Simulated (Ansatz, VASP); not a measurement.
Two plane-wave programs on Ge2As

```xyz
3
Lattice="0.0000 3.2487 3.2487 3.2487 0.0000 3.2487 3.2487 3.2487 0.0000" Properties=species:S:1:pos:R:3 pbc="T T T"
Ge    1.6244    1.6244    1.6244
Ge    4.8731    4.8731    4.8731
As    0.0000    0.0000    0.0000
```

Alike in both runs: functional PBE; k mesh 12 × 12 × 12; occupations gaussian, width 0.1 eV; no spin polarisation.

Ansatz relaxed the structure, and its values are those at the end. VASP's run is a single point on that final structure, the one shown.

|  | VASP | Ansatz |
| --- | --- | --- |
| version | VASP 6.6.1 | Ansatz 0.2.0 |
| potentials or method | VASP PAW PBE potentials, release 64 (Ge_d, As), cutoff 520 eV | scalar-relativistic, plane waves, PAW |
| valence electrons in the cell | 33 | 43 |

```tsv
	VASP	Ansatz	Ansatz less VASP
gap on the k mesh at the Fermi level (eV)	none	none	-
pressure (GPa)	0.1	0.0	-0.06
```

A gap of «none» marks a metal or a gap that the smearing closes. VASP's potentials hold 33 valence electrons a cell and Ansatz's 43, so a difference there can come from the potentials and not from the codes.
